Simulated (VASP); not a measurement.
P: single point with PBEsol

Crystal: P.

```
P
1.0
     4.40359   -3.88626   -0.01014
     4.40359    3.88626   -0.01014
    -0.03259    0.00000    5.55898
P
8
Direct
  0.85127 0.85127 0.23756
  0.14873 0.14873 0.76244
  0.71918 0.71918 0.58554
  0.28082 0.28082 0.41446
  0.50160 0.77839 0.24938
  0.22161 0.49840 0.75062
  0.49840 0.22161 0.75062
  0.77839 0.50160 0.24938
```

This cell differs from its parent crystal: strain -0.025 along x and y, +0.050 along z.

```
Program                : VASP 6.6.1
Task                   : single point
Functional             : PBEsol
Potentials or basis    : VASP PAW PBE potentials, release 64 (P)
Cutoff                 : 520 eV
k mesh                 : 6 × 6 × 6
Occupations            : gaussian, width 0.05 eV
Spin                   : no spin polarisation
Dipole correction      : no
Further INCAR settings : ALGO = Normal; EDIFF = 1e-06; NBANDS = 30
```

| Item | Value |
| --- | --- |
| Pressure | 0.3 GPa |
| Largest force | 1.632 eV/Å |
| Band gap on the k mesh | 1.97 eV (least direct gap 2.42 eV) |

Forces on the atoms (eV/Å):
```
P    0.890  0.000  0.511
P   -0.890  0.000 -0.511
P   -0.005  0.000 -1.632
P    0.005  0.000  1.632
P   -0.444  0.794  0.478
P    0.444  0.794 -0.478
P    0.444 -0.794 -0.478
P   -0.444 -0.794  0.478
```

Stress tensor (GPa, compression positive):
```
 3.07  0.00 -0.20
 0.00  3.32  0.00
-0.20  0.00 -5.50
```

Levels at points of the mesh, in eV from the valence-band top:
```tsv
k point	band 17	band 18	band 19	band 20	band 21	band 22	band 23	band 24
(0.00, 0.00, 0.00)	-0.94	-0.89	-0.85	-0.58	1.97	2.82	2.89	2.98
(0.50, 0.00, 0.00)	-0.94	-0.71	-0.64	-0.50	2.75	2.91	3.28	3.41
(0.50, 0.50, 0.00)	-1.01	-0.99	-0.40	-0.39	2.81	3.03	3.09	3.22
(0.00, 0.00, 0.50)	-1.42	-1.08	-0.60	-0.56	2.90	3.37	3.49	3.66
(0.50, 0.00, 0.50)	-0.76	-0.51	-0.25	0.00	2.44	2.76	3.60	3.74
(0.50, 0.50, 0.50)	-0.84	-0.80	-0.78	-0.77	2.73	2.87	3.11	3.15
```

Wall time 3.2 min on 1 thread of Intel(R) Xeon(R) 6975P-C (Granite Rapids) (shared host), peak memory 0.44 GiB.

Caveat: the cell differs from its parent crystal (strain -0.025 along x and y, +0.050 along z); this functional lacks dispersion, which holds the molecules together, so the pressure and a relaxed volume are unreliable; the PAW data sets were made with another functional, which shifts forces and pressure a little. A k mesh can miss the band edges.
